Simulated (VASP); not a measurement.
# LaIn26P27 (a cell with a defect) in VASP: single point with PBE

Aim: the single point of LaIn26P27 (a cell with a defect) with PBE.

Program: VASP 6.6.1. These are calculated values, not measurements. Logs are shortened: lines on timing, memory, paths and dates and some standing lists are left out, and cuts for length are marked.

**1. The cell of the first run**

The cell holds a defect, 54 atoms: a = 12.433 Å, b = 12.433 Å, c = 12.433 Å, α = 60.00°, β = 60.00°, γ = 60.00°.

**2. Single point, PBE, collinear spin**

The input, INCAR:

```
SYSTEM = LaIn26P27
  PREC = Accurate
  ENCUT = 400
  EDIFF = 1E-6
  ISMEAR = 0
  SIGMA = 0.05
  LREAL = Auto
  LASPH = .TRUE.
  NELM = 200
  ALGO = Normal
  ISIF = 2
  LWAVE = .FALSE.
  LCHARG = .FALSE.
  ISPIN = 2
  MAGMOM = 0.2 0 0 0 0 0 0 0 0 0 0 0 0 0 0 0 0 0 0 0 0 0 0 0 0 0 0 0.2 0 0.2 0 0 0 0.2 0 0 0 0 0 0 0 0 0 0 0 0.2 0 0 0 0 0 0 0 0
  LORBIT = 11
  LMAXMIX = 6
  GGA = PE
  NBANDS = 279
  GGA_COMPAT = .FALSE.
```

The input, KPOINTS:

```
regular mesh
0
G
  1 1 1
  0 0 0
```

The input, POSCAR:

```
LaIn26P27
1.0
    0.0000000000      8.7915000000      8.7915000000
    8.7915000000      0.0000000000      8.7915000000
    8.7915000000      8.7915000000      0.0000000000
La In P
1 26 27
Direct
    0.0010414989     -0.0001316659     -0.0007398746
    0.0000180345     -0.0000709146      0.3362996124
   -0.0000552772     -0.0000718837      0.6635628202
    0.0000191500      0.3364199166     -0.0000941111
    0.0001317904      0.3332676984      0.3332797384
   -0.0000209718      0.3365123044      0.6635536978
   -0.0000504496      0.6636586371     -0.0000775990
   -0.0000214299      0.6637338999      0.3363029769
    0.0002098040      0.6666018870      0.6665444338
    0.3366548328     -0.0000652780     -0.0000977125
    0.3333973822      0.0000557455      0.3332675755
    0.3367208612     -0.0000848783      0.6634332943
    0.3334111362      0.3332831291      0.0000406760
    0.3333874438      0.3333026362      0.3332685717
    0.3333010826      0.3332831096      0.6666798379
    0.3365483854      0.6635877375     -0.0001003957
    0.3332973833      0.6666889513      0.3332538085
    0.3332789464      0.6667056691      0.6667011068
    0.6639825880     -0.0000511992     -0.0000714752
    0.6640071404     -0.0000454833      0.3361192243
    0.6666671298      0.0002108202      0.6665365315
    0.6639318612      0.3361939304     -0.0000533670
    0.6668342863      0.3332627768      0.3332338763
    0.6667742888      0.3332760086      0.6667044368
    0.6666426141      0.6665781949      0.0001776997
    0.6667773273      0.6667086196      0.3332541523
    0.6666554798      0.6665872636      0.6665591707
    0.0901230510      0.0899041598      0.0897860398
    0.0833744466      0.0832363172      0.4165985096
    0.0902375617      0.0900436973      0.7296233479
    0.0833874321      0.4166849131      0.0832453887
    0.0833646648      0.4167646525      0.4165832628
    0.0832190232      0.4163021548      0.7502086659
    0.0900175577      0.7302616865      0.0897812996
    0.0832067911      0.7502453838      0.4162515464
    0.0831803851      0.7502439384      0.7502291791
    0.4169886156      0.0832571807      0.0832401279
    0.4170311154      0.0832639710      0.4164577834
    0.4163637545      0.0831885588      0.7502135308
    0.4169348169      0.4165935803      0.0832335011
    0.4167314855      0.4166086140      0.4165983971
    0.4166760286      0.4166240464      0.7500558932
    0.4163398820      0.7502461973      0.0831570293
    0.4166737290      0.7500578575      0.4166108350
    0.4163449597      0.7502332896      0.7502078666
    0.7313833069      0.0895866649      0.0895026388
    0.7503374515      0.0831764924      0.4162545900
    0.7502771249      0.0831963188      0.7502248942
    0.7503274704      0.4162909643      0.0831554649
    0.7501535805      0.4166305586      0.4166224939
    0.7502912462      0.4163013098      0.7502410863
    0.7502740636      0.7502484853      0.0831678721
    0.7502900434      0.7502706610      0.4162704934
    0.7500089533      0.7500044638      0.7499840500
```

Potentials or basis: VASP PAW PBE potentials, release 64 (La, In_d, P).

On the command line:

```sh
$ cat potpaw_PBE.64/La/POTCAR potpaw_PBE.64/In_d/POTCAR potpaw_PBE.64/P/POTCAR > POTCAR
$ mpirun -np 1 vasp_gam > vasp.out
```

OUTCAR:

```text
SYSTEM = LaIn26P27
   PREC = Accurate
   ENCUT = 400
   EDIFF = 1E-6
   ISMEAR = 0
   LREAL = Auto
   LASPH = .TRUE.
   NELM = 200
   ISIF = 2
   ISPIN = 2
   LORBIT = 11
   GGA = PE

 ion  position               nearest neighbor table
   1  0.001  1.000  0.999-  34 2.74  30 2.74  28 2.74  46 2.74
   2  0.000  1.000  0.336-  29 2.51  28 2.51  47 2.53  35 2.54
   3  1.000  1.000  0.664-  29 2.51  30 2.51  48 2.53  36 2.54
   4  0.000  0.336  1.000-  31 2.51  28 2.51  49 2.54  33 2.54
   5  0.000  0.333  0.333-  50 2.54  29 2.54  32 2.54  31 2.54
   6  1.000  0.337  0.664-  32 2.51  30 2.51  33 2.54  51 2.54
[... 46 lines left out ...]
  53  0.750  0.750  0.416-  20 2.53   8 2.54  26 2.54  27 2.54
  54  0.750  0.750  0.750-  25 2.54  27 2.54   9 2.54  21 2.54

  LATTYP: Found a face centered cubic cell.
 ALAT       =    17.5830000000

  Lattice vectors:

 A1 = (   0.0000000000,   8.7915000000,   8.7915000000)
 A2 = (   8.7915000000,   0.0000000000,   8.7915000000)
 A3 = (   8.7915000000,   8.7915000000,   0.0000000000)

Analysis of symmetry for initial positions (statically):
=====================================================================
 Subroutine PRICEL returns:
 Original cell was already a primitive cell.

 Routine SETGRP: Setting up the symmetry group for a
 face centered cubic supercell.

 Subroutine GETGRP returns: Found  1 space group operations
 (whereof  1 operations were pure point group operations)
 out of a pool of 48 trial point group operations.

The static configuration has the point symmetry C_1 .

Analysis of symmetry for dynamics (positions and initial velocities):
=====================================================================
 Subroutine PRICEL returns:
 Original cell was already a primitive cell.

 Routine SETGRP: Setting up the symmetry group for a
 face centered cubic supercell.

 Subroutine GETGRP returns: Found  1 space group operations
 (whereof  1 operations were pure point group operations)
 out of a pool of 48 trial point group operations.

The dynamic configuration has the point symmetry C_1 .

Analysis of structural, dynamic, and magnetic symmetry:
=====================================================================
[... 233 lines left out ...]
 Free energy of the ion-electron system (eV)
  ---------------------------------------------------
  ext. energy  EPLUGINS =         0.00000000
  ---------------------------------------------------
  free energy    TOTEN  =      -219.77696181 eV

  energy without entropy =     -219.77696181  energy(sigma->0) =     -219.77696181

 E-fermi :   5.5631     XC(G=0):  -9.2496

 val. band max:        5.3196882427   @ k =   0.0000   0.0000   0.0000
 cond. band min:       6.0982389621   @ k =   0.0000   0.0000   0.0000
 fundamental gap:      0.7785507195
 Fermi energy:         5.5630794084

 spin component 1

 k-point     1 :       0.0000    0.0000    0.0000
  band No.  band energies     occupation
      1     -26.3477      1.00000
      2     -10.3863      1.00000
      3     -10.3856      1.00000
      4     -10.3851      1.00000
      5      -9.0725      1.00000
      6      -9.0711      1.00000
[... 246 lines left out ...]
    253       7.1890      0.00000
    254       7.4858      0.00000
 Fermi energy:         5.5630794084

 spin component 2

 k-point     1 :       0.0000    0.0000    0.0000
  band No.  band energies     occupation
      1     -26.3478      1.00000
      2     -10.3863      1.00000
      3     -10.3856      1.00000
      4     -10.3851      1.00000
      5      -9.0725      1.00000
      6      -9.0711      1.00000
[... 246 lines left out ...]
    253       7.1890      0.00000
    254       7.4858      0.00000
 [bands above 254 left out]

------------------------ aborting loop because EDIFF is reached ----------------------------------------

  FORCE on cell =-STRESS in cart. coord.  units (eV):
  Direction    XX          YY          ZZ          XY          YZ          ZX
  --------------------------------------------------------------------------------------
  -------------------------------------------------------------------------------------
  Total       42.0482674     42.0463049     42.0468570      0.0184935     -0.0247998      0.0103771
  in kB       49.5723778     49.5700641     49.5707150      0.0218027     -0.0292375      0.0122339
  external PRESSURE =      49.5710523 kB  Pullay stress =       0.0000000 kB

 VOLUME and BASIS-vectors are now :
 -----------------------------------------------------------------------------
  energy-cutoff  :      400.00
  volume of cell :     1359.00
      direct lattice vectors                 reciprocal lattice vectors
     0.000000000  8.791500000  8.791500000    -0.056873116  0.056873116  0.056873116
     8.791500000  0.000000000  8.791500000     0.056873116 -0.056873116  0.056873116
     8.791500000  8.791500000  0.000000000     0.056873116  0.056873116 -0.056873116

 POSITION                                       TOTAL-FORCE (eV/Angst)
 -----------------------------------------------------------------------------------
     17.57534      8.79415      8.79950         0.002788     -0.001636      0.000011
     11.74745      2.95674      8.79104        -0.000405      0.000045      0.006442
     14.62458     14.62473     17.58188        -0.000583      0.000675      0.007012
     11.74831      8.79084      2.95780        -0.000493      0.005742     -0.000150
      5.85995      2.93119      2.93108        -0.001243      0.001122      0.001369
      8.79208     14.62495     11.74976        -0.006201     -0.000212     -0.000024
[... 46 lines left out ...]
     10.25565     10.25582     13.19218        -0.000013      0.002083     -0.002985
     13.18715     13.18719     13.18737        -0.000497     -0.000253      0.000834
 -----------------------------------------------------------------------------------
    total drift:                                0.000004      0.001466      0.001382

  FREE ENERGIE OF THE ION-ELECTRON SYSTEM (eV)
  ---------------------------------------------------
  free  energy   TOTEN  =      -219.7769618128 eV

  energy  without entropy=     -219.7769618128  energy(sigma->0) =     -219.77696181

 total charge

# of ion       s       p       d       f       tot
--------------------------------------------------
    1        2.040   5.611   0.910   0.165   8.726
    2        0.804   0.802   9.908   0.000  11.514
    3        0.804   0.802   9.908   0.000  11.514
    4        0.804   0.802   9.908   0.000  11.513
    5        0.797   0.781   9.905   0.000  11.482
    6        0.804   0.802   9.908   0.000  11.514
[... 46 lines left out ...]
   53        1.000   1.547   0.000   0.000   2.547
   54        1.000   1.547   0.000   0.000   2.547
--------------------------------------------------
tot         49.975  68.028 258.473   0.165 376.642

 magnetization (x)

# of ion       s       p       d       f       tot
--------------------------------------------------
    1        0.000  -0.000   0.000  -0.000   0.000
    2        0.000  -0.000  -0.000   0.000  -0.000
    3        0.000  -0.000  -0.000   0.000  -0.000
    4        0.000  -0.000  -0.000   0.000   0.000
    5        0.000   0.000   0.000   0.000   0.000
    6        0.000  -0.000  -0.000   0.000   0.000
[... 46 lines left out ...]
   53       -0.000  -0.000   0.000   0.000  -0.000
   54        0.000  -0.000   0.000   0.000  -0.000
--------------------------------------------------
tot          0.000  -0.000  -0.000  -0.000   0.000
```

Wall time 49 min (1 thread of AMD EPYC 7R13, shared host); peak memory 1.5 GiB.

What came out:

```
Free energy                                           : -219.7770 eV
Pressure                                              : 5.0 GPa
Largest force                                         : 0.007 eV/Å
Band gap on the k mesh                                : 0.78 eV
Net moment                                            : 0.00 μB per cell
Valence electrons inside the program's atomic spheres : La 8.73; In 11.51, 11.48 (each value once); P 2.59, 2.55 (each value once)
```

Forces on the atoms (eV/Å):
```
La   0.003 -0.002  0.000
In   0.000  0.000  0.006
In  -0.001  0.001  0.007
In   0.000  0.006  0.000
In  -0.001  0.001  0.001
In  -0.006  0.000  0.000
In   0.000  0.006  0.001
In  -0.006  0.000  0.000
In  -0.001  0.001  0.001
In   0.007  0.000  0.000
In  -0.001  0.001  0.000
In   0.001 -0.006  0.000
In   0.000  0.001  0.000
In  -0.002  0.000  0.000
In   0.000  0.001 -0.002
In   0.000  0.001 -0.006
In   0.001 -0.003  0.001
In   0.003 -0.001  0.001
In   0.006 -0.001 -0.001
In   0.000 -0.006  0.001
In   0.001 -0.001 -0.001
In   0.001 -0.001 -0.005
In  -0.003  0.000 -0.001
In   0.000  0.002  0.000
In   0.002  0.001 -0.001
In   0.001 -0.001  0.003
In   0.000 -0.002 -0.001
P    0.003  0.002  0.001
P    0.000 -0.001 -0.005
P   -0.001 -0.002  0.001
P    0.000 -0.006  0.000
P    0.005  0.000  0.000
P    0.002 -0.002  0.002
P   -0.003  0.004 -0.004
P    0.001  0.003 -0.001
P   -0.002 -0.001 -0.001
P   -0.005  0.000  0.000
P    0.000  0.004  0.000
P   -0.003  0.001  0.002
P    0.000  0.001  0.005
P    0.001  0.000  0.000
P   -0.001  0.000  0.001
P   -0.002  0.003  0.001
P   -0.001  0.000 -0.001
P   -0.003  0.002  0.002
P    0.004 -0.004 -0.005
P    0.003  0.001 -0.001
P   -0.001 -0.001 -0.001
P    0.002 -0.002  0.002
P    0.000  0.000 -0.001
P    0.001 -0.002  0.002
P   -0.002 -0.001 -0.002
P    0.000  0.002 -0.003
P    0.000  0.000  0.001
```

Levels at points of the mesh, in eV from the valence-band top:
Spin up:
```csv
k point,band 240,band 241,band 242,band 243,band 244,band 245
"(0.00, 0.00, 0.00)",0.00,0.00,0.00,0.78,1.60,1.63
```
Spin down:
| k point | band 240 | band 241 | band 242 | band 243 | band 244 | band 245 |
| --- | --- | --- | --- | --- | --- | --- |
| (0.00, 0.00, 0.00) | 0.00 | 0.00 | 0.00 | 0.78 | 1.60 | 1.63 |

Caveat: the k points lie up to 0.62 Å⁻¹ apart; semilocal functionals underestimate gaps, and a narrow one can read as zero; spin-orbit coupling is left out, which moves the levels of the heavy elements.
